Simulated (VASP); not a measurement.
A run of VASP 6.6.1 is set up as follows.

Contents of INCAR:

```
SYSTEM = Mg
  PREC = Accurate
  ENCUT = 520
  EDIFF = 1E-6
  ISMEAR = 0
  SIGMA = 0.15
  LREAL = .False.
  LASPH = .True.
  NELM = 100
  ALGO = Fast
  ISIF = 2
  LWAVE = .False.
  LCHARG = .False.
  GGA = PE
  NBANDS = 7
```

KPOINTS

```
Automatic mesh
0
Gamma
  20 20 20
  0 0 0
```

The input POSCAR:

```
Mg
1.0
   -1.9609699127      1.9609699127      1.6132899471
    1.9609699127     -1.9609699127      1.6132899471
    1.9609699127      1.9609699127     -1.6132899471
Mg
1
Direct
    0.0000000000      0.0000000000      0.0000000000
```

Potentials or basis: VASP PAW PBE potentials, release 64 (Mg).

Command:

```sh
$ cat potpaw_PBE.64/Mg/POTCAR > POTCAR
$ mpirun -np 1 vasp_std > vasp.out
```

Problem. What does it give for the pressure?

Solution. -2.0 GPa.

Problem. Estimate the band gap on the k mesh.

Solution. Zero (bands 1 and 2 overlap by 4.25 eV).

Stress tensor (GPa, compression positive):
```
-2.51  0.00  0.00
 0.00 -2.51  0.00
 0.00  0.00 -1.03
```
